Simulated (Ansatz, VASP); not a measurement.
**WSe2: VASP beside Ansatz**

INCAR

```
SYSTEM = WSe2
PREC = Accurate ; ENCUT = 600
EDIFF = 1E-7 ; ISMEAR = 0
SIGMA = 0.02 ; LREAL = .False.
LASPH = .True. ; NELM = 100
ALGO = Normal ; ISIF = 3
LWAVE = .False. ; LCHARG = .False.
GGA = PS ; IBRION = 2
NSW = 100 ; EDIFFG = -0.005
```

Contents of KPOINTS:

```
Automatic mesh
0
Gamma
  9 9 2
  0 0 0
```

The input POSCAR:

```
WSe2
1.0
    3.3179375931      0.0000000000      0.0000000000
   -1.6589687966      2.8734182438      0.0000000000
    0.0000000000      0.0000000000     16.6581424200
W Se
1 2
Direct
    0.0000000000      0.0000000000      0.0000000000
    0.3333333300      0.6666666700      0.0997865200
    0.3333333300      0.6666666700      0.9002134800
```

Input for Ansatz:

```yaml
crystal:
  lattice:
    - [3.3179375931, 0.0, 0.0]
    - [-1.6589687966, 2.8734182438, 0.0]
    - [0.0, 0.0, 16.65814242]
  atoms:
    - { symbol: W, position: [0.0, 0.0, 0.0] }
    - { symbol: Se, position: [0.33333333, 0.66666667, 0.09978652] }
    - { symbol: Se, position: [0.33333333, 0.66666667, 0.90021348] }
basis:
  ecutwfc: 420
kpoints:
  mp_grid: { grid: [9, 9, 2] }
hamiltonian:
  xc: pbesol
  pseudopotentials: { kind: paw, azcp: { folder: soft_1 } }
scf:
  occupations: { method: gaussian, width: 0.02 }
output:
  forces: true
  stress: true
  eigenvalues: true
  write_density: true
  write_potential: true
  elf: true
  volumetric_format: npy
relax:
  adjacent_minimum: "off"
  f_tol: 0.005
  max_steps: 80
  cell: { stress_tol: 0.05 }
```

Alike in both runs: task relaxation of cell and atoms; functional PBEsol; k mesh 9 × 9 × 2; occupations gaussian, width 0.02 eV; no spin polarisation.

|  | VASP | Ansatz |
| --- | --- | --- |
| version | VASP 6.6.1 | Ansatz 0.2.0 |
| potentials or method | VASP PAW PBE potentials, release 64 (W_sv, Se), cutoff 600 eV | scalar-relativistic, plane waves, PAW |
| valence electrons in the cell | 26 | 46 |

|  | VASP | Ansatz | Ansatz less VASP |
| --- | --- | --- | --- |
| gap on the k mesh at the Fermi level, each at its own relaxed structure (eV) | 1.69 | 1.69 | +0.008 |
| relaxed volume (Å³/atom) | 51.77 | 51.44 | -0.329 |
| relaxed cell length with the largest relative difference (Å) | 16.740 | 16.661 | -0.0793 |

VASP's potentials were made for PBE, not for PBEsol, and Ansatz warns of the same on its side. VASP's potentials hold 26 valence electrons a cell and Ansatz's 46, so a difference there can come from the potentials and not from the codes. Ansatz's warnings: xc potential rough in thin density.

Spin-orbit coupling is off throughout.
